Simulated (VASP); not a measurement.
# As (P6/mmm) in VASP: further runs

Runs on As. Level: PBE. Tasks: relaxation of shape and atoms at fixed volume.

Everything below comes from runs of VASP 6.6.1. Logs are shortened: lines on timing, memory, paths and dates and some standing lists are left out, and cuts for length are marked.

### 1 The cell of the first run

The structure is hexagonal, space group P6/mmm (No. 191). Conventional cell: a = 2.146 Å, b = 2.146 Å, c = 2.012 Å, α = 90.00°, β = 90.00°, γ = 120.00°. Within 2.7 Å of As (site symmetry 6/mmm) lie 8 As at 2.01 to 2.15 Å.

### 2 Relaxation of shape and atoms at fixed volume, PBE

INCAR reads:

```
SYSTEM = As
ALGO = Normal
EDIFF = 1E-6
EDIFFG = -0.005
ENCUT = 600
GGA = PE
IBRION = 2
ISIF = 4
ISMEAR = -1
LASPH = .TRUE.
LCHARG = .FALSE.
LREAL = .FALSE.
LWAVE = .FALSE.
NELM = 100
NSW = 50
PREC = Accurate
SIGMA = 0.05
```

KPOINTS reads:

```
k-points
0
G
  15 15 14
  0 0 0
```

POSCAR reads:

```
As
1.0
    2.1459379095      0.0000000000      0.0000000000
   -1.0729689547      1.8584367446      0.0000000000
    0.0000000000      0.0000000000      2.0117678241
As
1
Direct
    0.0000000000      0.0000000000      0.0000000000
```

Potentials or basis: VASP PAW PBE potentials, release 64 (As).

Run with:

```console
cat potpaw_PBE.64/As/POTCAR > POTCAR
mpirun -np 1 vasp_std > vasp.out
```

OUTCAR:

```text
SYSTEM = As
   EDIFF = 1E-6
   EDIFFG = -0.005
   ENCUT = 600
   GGA = PE
   IBRION = 2
   ISIF = 4
   ISMEAR = -1
   LASPH = .TRUE.
   LREAL = .FALSE.
   NELM = 100
   NSW = 50
   PREC = Accurate

 ion  position               nearest neighbor table
   1  0.000  0.000  0.000-

  LATTYP: Found a hexagonal cell.
 ALAT       =     2.1459379095
 C/A-ratio  =     0.9374771820

  Lattice vectors:

 A1 = (   2.1459379095,   0.0000000000,   0.0000000000)
 A2 = (  -1.0729689547,   1.8584367446,   0.0000000000)
 A3 = (   0.0000000000,   0.0000000000,   2.0117678241)

Analysis of symmetry for initial positions (statically):
=====================================================================
 Subroutine PRICEL returns:
 Original cell was already a primitive cell.

 Routine SETGRP: Setting up the symmetry group for a
 hexagonal supercell.

 Subroutine GETGRP returns: Found 24 space group operations
 (whereof 24 operations were pure point group operations)
 out of a pool of 24 trial point group operations.

The static configuration has the point symmetry D_6h.

Analysis of symmetry for dynamics (positions and initial velocities):
=====================================================================
 Subroutine PRICEL returns:
 Original cell was already a primitive cell.

 Routine SETGRP: Setting up the symmetry group for a
 hexagonal supercell.

 Subroutine GETGRP returns: Found 24 space group operations
 (whereof 24 operations were pure point group operations)
 out of a pool of 24 trial point group operations.

The dynamic configuration has the point symmetry D_6h.

 Subroutine INISYM returns: Found 24 space group operations
 (whereof 24 operations are pure point group operations),
 and found     1 'primitive' translations

----------------------------------------------------------------------------------------

                                     Primitive cell

  volume of cell :       8.0231

  direct lattice vectors                    reciprocal lattice vectors
     2.145937910  0.000000000  0.000000000     0.465996707  0.269043324  0.000000000
    -1.072968955  1.858436745  0.000000000     0.000000000  0.538086649  0.000000000
     0.000000000  0.000000000  2.011767824     0.000000000  0.000000000  0.497075253

  length of vectors
     2.145937910  2.145937910  2.011767824     0.538086649  0.538086649  0.497075253

  position of ions in fractional coordinates (direct lattice)
     0.000000000  0.000000000  0.000000000

  ion indices of the primitive-cell ions
   primitive index   ion index
                 1           1

----------------------------------------------------------------------------------------

 KPOINTS: k-points

Automatic generation of k-mesh.
 Grid dimensions read from file:
 generate k-points for:   15   15   14

 Generating k-lattice:

  Cartesian coordinates                     Fractional coordinates (reciprocal lattice)
     0.031066447  0.017936222  0.000000000     0.066666667 -0.000000000  0.000000000
     0.000000000  0.035872443  0.000000000     0.000000000  0.066666667  0.000000000
     0.000000000  0.000000000  0.035505375     0.000000000  0.000000000  0.071428571

  Length of vectors
     0.035872443  0.035872443  0.035505375

  Shift w.r.t. Gamma in fractional coordinates (k-lattice)
     0.000000000  0.000000000  0.000000000

 Subroutine IBZKPT returns following result:
 ===========================================

 Found    216 irreducible k-points:

 Following reciprocal coordinates:
            Coordinates               Weight
  0.000000  0.000000  0.000000      1.000000
  0.066667  0.000000  0.000000      6.000000
  0.133333  0.000000  0.000000      6.000000
  0.200000  0.000000  0.000000      6.000000
  0.266667  0.000000  0.000000      6.000000
  0.333333  0.000000  0.000000      6.000000
[... 16 lines left out ...]
  0.333333  0.200000  0.000000     12.000000
  0.400000  0.200000  0.000000      6.000000
 [... further k-points ...]
   k-points           NKPTS =    216   k-points in BZ     NKDIM =    216   number of bands    NBANDS=      6
   number of dos      NEDOS =    301   number of ions     NIONS =      1
   total plane-waves  NPLWV =   5184
   dimension x,y,z NGX =    18 NGY =   18 NGZ =   16
   dimension x,y,z NGXF=    36 NGYF=   36 NGZF=   32
   ions per type =               1
   NGX,Y,Z   is equivalent  to a cutoff of  13.94, 13.94, 13.22 a.u.
   NGXF,Y,Z  is equivalent  to a cutoff of  27.89, 27.89, 26.44 a.u.
 SYSTEM =  As
   PREC   = accura    normal or accurate (medium, high low for compatibility)
   ISTART =      0    job   : 0-new  1-cont  2-samecut
   ICHARG =      2    charge: 1-file 2-atom 10-const
   ISPIN  =      1    spin polarized calculation?
   LNONCOLLINEAR =      F non collinear calculations
   LSORBIT =      F    spin-orbit coupling
   LASPH  =      T    aspherical Exc in radial PAW
   ENCUT  =  600.0 eV  44.10 Ry    6.64 a.u.   4.29  4.29  4.02*2*pi/ulx,y,z
   NELM   =    100;   NELMIN=  2; NELMDL= -5     # of ELM steps
   EDIFF  = 0.1E-05   stopping-criterion for ELM
   LREAL  =      F    real-space projection
   EDIFFG = -.5E-02   stopping-criterion for IOM
   NSW    =     50    number of steps for IOM
   IBRION =      2    ionic relax: 0-MD 1-quasi-New 2-CG
   NFREE  =      1    steps in history (QN), initial steepest desc. (CG)
   ISIF   =      4    stress and relaxation
   ISYM   =      2    0-nonsym 1-usesym 2-fastsym
   POTIM  = 0.5000    time-step for ionic-motion
   TEBEG  =    0.0;   TEEND  =   0.0 temperature during run
   PSTRESS=    0.0 pullay stress
   NELECT =       5.0000    total number of electrons
   NUPDOWN=      -1.0000    fix difference up-down
   EMIN   =  10.00;   EMAX   =-10.00  energy-range for DOS
   EFERMI =   0.00;   METHOD = LEGACY
   ISMEAR =    -1;   SIGMA  =   0.05  broadening in eV -4-tet -1-fermi 0-gaus
   EFERMI_NEDOS =   21; number of points for ismear=-14 and -15
   IALGO  =     38    algorithm
   IMIX   =      4    mixing-type and parameters
     AMIX     =   0.40;   BMIX     =  1.00
     AMIX_MAG =   1.60;   BMIX_MAG =  1.00
  volume/ion in A,a.u.               =       8.02        54.14
  Fermi-wavevector in a.u.,A,eV,Ry     =   1.398354  2.642507 26.604762  1.955395
  Thomas-Fermi vector in A             =   2.521521
   LORBIT       =      0    0 simple, 1 ext, 2 COOP (PROOUT), +10 PAW based schemes
   GGA     = PE    functional components
   LHFCALC =     F    Hartree Fock is set to
   AEXX    =    0.0000 exact exchange contribution
   IVDW    =     0    specifies the selected vdW correction
   LEPSILON=     F    determine dielectric tensor
   LRPA    =     F    only Hartree local field effects (RPA)
 conjugate gradient relaxation of ions
 non-spin polarized calculation
  energy-cutoff  :      600.00
  volume of cell :        8.02
 maximum number of plane-waves:       284
 NGX is ok and might be reduce to    18
   NGX =  9   NGY =  9   NGZ =  9

--------------------------------------- Ionic step        1  -------------------------------------------

 number of electron       5.0000001 magnetization

 Free energy of the ion-electron system (eV)
  ---------------------------------------------------
  ext. energy  EPLUGINS =         0.00000000
  ---------------------------------------------------
  free energy    TOTEN  =         4.33615914 eV

  energy without entropy =        4.33862447  energy(sigma->0) =        4.33739181

------------------------ aborting loop because EDIFF is reached ----------------------------------------

  FORCE on cell =-STRESS in cart. coord.  units (eV):
  Direction    XX          YY          ZZ          XY          YZ          ZX
  --------------------------------------------------------------------------------------
  -------------------------------------------------------------------------------------
  Total       26.6752925     26.6752925     25.8714323      0.0000000     -0.0000000     -0.0000000
  in kB     5326.9298659   5326.9298661   5166.4027836      0.0000001     -0.0000000     -0.0000000
  external PRESSURE =    5273.4208385 kB  Pullay stress =       0.0000000 kB
[... 90 lines left out ...]
  energy  without entropy=        4.3371442833  energy(sigma->0) =        4.33591716

--------------------------------------- Ionic step        4  -------------------------------------------

 number of electron       5.0000000 magnetization

 Free energy of the ion-electron system (eV)
  ---------------------------------------------------
  ext. energy  EPLUGINS =         0.00000000
  ---------------------------------------------------
  free energy    TOTEN  =         4.33465070 eV

  energy without entropy =        4.33708643  energy(sigma->0) =        4.33586856

 E-fermi :  21.8682     XC(G=0): -14.9025

 val. band max:       21.7108878557   @ k =   0.3333   0.3333   0.5000
 cond. band min:      21.8773624805   @ k =   0.2000   0.1333   0.1429
 fundamental gap:      0.1664746248
 Fermi energy:        21.8682334711

 k-point     1 :       0.0000    0.0000    0.0000
  band No.  band energies     occupation
      1      -6.2650      2.00000
      2      29.8456      0.00000
      3      32.1404      0.00000
      4      34.7528      0.00000
      5      34.7528      0.00000
      6      37.7851      0.00000

 k-point     2 :       0.0667    0.0000    0.0000
  band No.  band energies     occupation
      1      -6.0662      2.00000
      2      30.0670      0.00000
      3      30.7811      0.00000
      4      33.2352      0.00000
      5      33.2469      0.00000
      6      36.1380      0.00000
[... 190 lines left out ...]
 k-point    24 :       0.4000    0.2000    0.0000
  band No.  band energies     occupation
      1       6.2413      2.00000
      2       6.7228      2.00000
      3      15.3661      2.00000
      4      39.1718      0.00000
      5      41.5016      0.00000
      6      42.8110      0.00000

 [... further k-points ...]
[... 5 lines left out ...]
  --------------------------------------------------------------------------------------
  -------------------------------------------------------------------------------------
  Total       26.4028190     26.4028190     26.4008835      0.0000000     -0.0000000      0.0000000
  in kB     5272.5182059   5272.5182061   5272.1316930      0.0000002     -0.0000000      0.0000000
  external PRESSURE =    5272.3893683 kB  Pullay stress =       0.0000000 kB
[... 16 lines left out ...]
  FREE ENERGIE OF THE ION-ELECTRON SYSTEM (eV)
  ---------------------------------------------------
  free  energy   TOTEN  =         4.3346506987 eV

  energy  without entropy=        4.3370864280  energy(sigma->0) =        4.33586856

 reached required accuracy - stopping structural energy minimisation
```

Wall time 17 s (1 thread of Intel Xeon Platinum 8375C at 2.90GHz (Ice Lake), shared host); peak memory 0.13 GiB.

Results:

| Property | Result |
| --- | --- |
| Free energy | 4.3347 eV |
| Energy gained by relaxing | 1.5 meV/atom |
| Ionic steps | 4 |
| Pressure after relaxing | 527.2 GPa |

The path:
| step | energy change (eV) | largest force (eV/Å) | pressure (GPa) | volume (Å³) |
| --- | --- | --- | --- | --- |
| 1 | 0.0000 | 0.0000 | 527.34 | 8.02 |
| 2 | 0.0630 | 0.0000 | 529.47 | 8.02 |
| 3 | -0.0015 | 0.0000 | 527.25 | 8.02 |
| 4 | -0.0015 | 0.0000 | 527.24 | 8.02 |

Final structure:
```xyz
1
Lattice="2.1498 0.0000 0.0000 -1.0749 1.8618 0.0000 0.0000 0.0000 2.0045" Properties=species:S:1:pos:R:3 pbc="T T T"
As    0.0000    0.0000    0.0000
```

Levels at points of the mesh, in eV from the Fermi level:
```tsv
k point	band 1	band 2	band 3	band 4	band 5	band 6
(0.00, 0.00, 0.00)	-28.13	7.98	10.27	12.88	12.88	15.92
(0.00, 0.00, 0.50)	-18.77	-17.89	21.64	21.64	21.65	22.10
```

### 3 Relaxation of shape and atoms at fixed volume, PBE

This run uses another cell than the first one, of 9.03 Å³/atom, 1.125 times its volume.

INCAR reads:

```
  PREC = Accurate
  ENCUT = 600
  EDIFF = 1E-7
  ISMEAR = -1
  SIGMA = 0.05
  LREAL = F
  LASPH = T
  NELM = 60
  ALGO = Normal
  ISIF = 4
  LWAVE = F
  LCHARG = F
  GGA = PE
  IBRION = 2
  NSW = 50
  EDIFFG = -0.005
```

KPOINTS reads:

```
Automatic mesh
0
Gamma
  15 15 14
```

POSCAR reads:

```
As
1.0
    2.2318653654      0.0000000000      0.0000000000
   -1.1159326827      1.9328521043      0.0000000000
    0.0000000000      0.0000000000      2.0923228533
As
1
Direct
    0.0000000000      0.0000000000      0.0000000000
```

Potentials or basis: VASP PAW PBE potentials, release 64 (As).

Run with:

```console
cat potpaw_PBE.64/As/POTCAR > POTCAR
mpirun -np 1 vasp_std > vasp.out
```

It took 21 s on 1 thread of Intel Xeon Platinum 8375C at 2.90GHz (Ice Lake), shared host; peak memory 0.13 GiB.

Results (log left out):

```yaml
Free_energy: 1.6221 eV
Energy_gained_by_relaxing: 0.9 meV/atom
Ionic_steps: 4
Pressure_after_relaxing: 354.8 GPa
```

Stress tensor (GPa, compression positive):
```
354.78   0.00   0.00
  0.00 354.78   0.00
  0.00   0.00 354.90
```

Step by step:
| step | energy change (eV) | largest force (eV/Å) | pressure (GPa) | volume (Å³) |
| --- | --- | --- | --- | --- |
| 1 | 0.0000 | 0.0000 | 354.74 | 9.03 |
| 2 | 0.0262 | 0.0000 | 356.66 | 9.03 |
| 3 | -0.0009 | 0.0000 | 354.80 | 9.03 |
| 4 | -0.0009 | 0.0000 | 354.82 | 9.03 |

Final structure:
```
As
1.0
     2.23534    0.00000    0.00000
    -1.11767    1.93586    0.00000
     0.00000    0.00000    2.08582
As
1
Direct
  0.00000 0.00000 0.00000
```

Levels at points of the mesh, in eV from the Fermi level:
```
           k point  band 1  band 2  band 3  band 4  band 5
(0.00, 0.00, 0.00)  -25.88    7.32    9.75   11.44   11.44
(0.00, 0.00, 0.50)  -17.69  -16.09   19.29   19.29   20.47
```

### 4 Relaxation of shape and atoms at fixed volume, PBE

This run uses another cell than the first one, of 11.03 Å³/atom, 1.375 times its volume.

INCAR reads:

```
PREC = Accurate
ENCUT = 600
EDIFF = 1E-6
ISMEAR = -1
SIGMA = 0.05
LREAL = False
LASPH = True
NELM = 60
ALGO = Normal
ISIF = 4
LWAVE = False
LCHARG = False
GGA = PE
IBRION = 2
NSW = 50
EDIFFG = -0.005
```

KPOINTS reads:

```
regular mesh
0
Gamma
  15 15 14
```

POSCAR reads:

```
As
1.0
    2.3862615932      0.0000000000      0.0000000000
   -1.1931307966      2.0665631598      0.0000000000
    0.0000000000      0.0000000000      2.2370657938
As
1
Direct
    0.0000000000      0.0000000000      0.0000000000
```

Run with:

```console
cat potpaw_PBE.64/As/POTCAR > POTCAR
mpirun -np 1 vasp_std > vasp.out
```

Run time: 24 s. Hardware: 1 thread of Intel Xeon Platinum 8375C at 2.90GHz (Ice Lake), shared host; peak memory 0.13 GiB.

Results (log left out):

```
Free energy               : -1.5193 eV
Energy gained by relaxing : 1.6 meV/atom
Ionic steps               : 7
Pressure after relaxing   : 172.6 GPa
```

The path:
```tsv
step	energy change (eV)	largest force (eV/Å)	pressure (GPa)	volume (Å³)
1	0.0000	0.0000	172.89	11.03
2	0.0090	0.0000	172.63	11.03
3	-0.0016	0.0000	172.66	11.03
4	-0.0016	0.0000	172.65	11.03
5	-0.0016	0.0000	172.64	11.03
6	-0.0016	0.0000	172.65	11.03
7	-0.0016	0.0000	172.65	11.03
```

Final structure:
```
CELL_PARAMETERS angstrom
2.39274 0.00000 0.00000
-1.19637 2.07218 0.00000
0.00000 0.00000 2.22496
ATOMIC_POSITIONS crystal
As 0.00000 0.00000 0.00000
```

Levels at points of the mesh, in eV from the Fermi level:
```csv
k point,band 1,band 2,band 3,band 4,band 5,band 6
"(0.00, 0.00, 0.00)",-22.40,6.51,9.21,9.21,9.25,14.25
"(0.00, 0.00, 0.50)",-15.81,-13.27,14.94,14.94,18.74,18.74
```

### 5 Relaxation of shape and atoms at fixed volume, PBE

This run uses another cell than the first one, of 13.04 Å³/atom, 1.625 times its volume.

INCAR reads:

```
SYSTEM = As
ALGO = Normal ; EDIFF = 1E-7
EDIFFG = -0.005 ; ENCUT = 600
GGA = PE ; IBRION = 2
ISIF = 4 ; ISMEAR = -1
LASPH = .True. ; LCHARG = .False.
LREAL = .False. ; LWAVE = .False.
NELM = 100 ; NSW = 50
PREC = Accurate ; SIGMA = 0.05
```

KPOINTS reads:

```
k-points
0
Gamma
  15 15 14
  0 0 0
```

POSCAR reads:

```
As
1.0
    2.5229091222      0.0000000000      0.0000000000
   -1.2614545611      2.1849033913      0.0000000000
    0.0000000000      0.0000000000      2.3651697342
As
1
Direct
    0.0000000000      0.0000000000      0.0000000000
```

Run with:

```console
cat potpaw_PBE.64/As/POTCAR > POTCAR
mpirun -np 1 vasp_std > vasp.out
```

Run time: 21 s. Hardware: 1 thread of Intel Xeon Platinum 8375C at 2.90GHz (Ice Lake), shared host; peak memory 0.13 GiB.

Results (log left out):

```
Free energy               : -3.0908 eV
Energy gained by relaxing : 1.0 meV/atom
Ionic steps               : 4
Pressure after relaxing   : 87.4 GPa
```

Step by step:
```csv
step,energy change (eV),largest force (eV/Å),pressure (GPa),volume (Å³)
1,0.0000,0.0000,87.36,13.04
2,0.0043,0.0000,87.66,13.04
3,-0.0010,0.0000,87.39,13.04
4,-0.0010,0.0000,87.39,13.04
```

Final structure:
```
As
1.0
     2.52843    0.00000    0.00000
    -1.26421    2.18968    0.00000
     0.00000    0.00000    2.35486
As
1
Direct
  0.00000 0.00000 0.00000
```

Levels at points of the mesh, in eV from the Fermi level:
| k point | band 1 | band 2 | band 3 | band 4 | band 5 |
| --- | --- | --- | --- | --- | --- |
| (0.00, 0.00, 0.00) | -19.79 | 5.82 | 7.85 | 7.85 | 9.01 |
| (0.00, 0.00, 0.50) | -14.39 | -11.09 | 12.19 | 12.19 | 17.59 |

### 6 Summary

| cell | gap on the mesh (eV) | pressure (GPa) |
| --- | --- | --- |
| relaxed from a = 2.146, b = 2.146, c = 2.012 Å, angles 90.0, 90.0, 120.0°, 1 atom | none | 527.2 |
| relaxed from a = 2.232, b = 2.232, c = 2.092 Å, angles 90.0, 90.0, 120.0°, 1 atom | none | 354.8 |
| relaxed from a = 2.386, b = 2.386, c = 2.237 Å, angles 90.0, 90.0, 120.0°, 1 atom | none | 172.6 |
| relaxed from a = 2.523, b = 2.523, c = 2.365 Å, angles 90.0, 90.0, 120.0°, 1 atom | none | 87.4 |

Alike in all rows: task relaxation of shape and atoms at fixed volume; level PBE; potentials or basis VASP PAW PBE potentials, release 64 (As); no spin polarisation; k mesh 15 × 15 × 14; cutoff (eV) 600; smearing fermi-dirac 0.05 eV.

Total energies depend on the potentials used, so only differences within one code and one set of settings carry meaning.
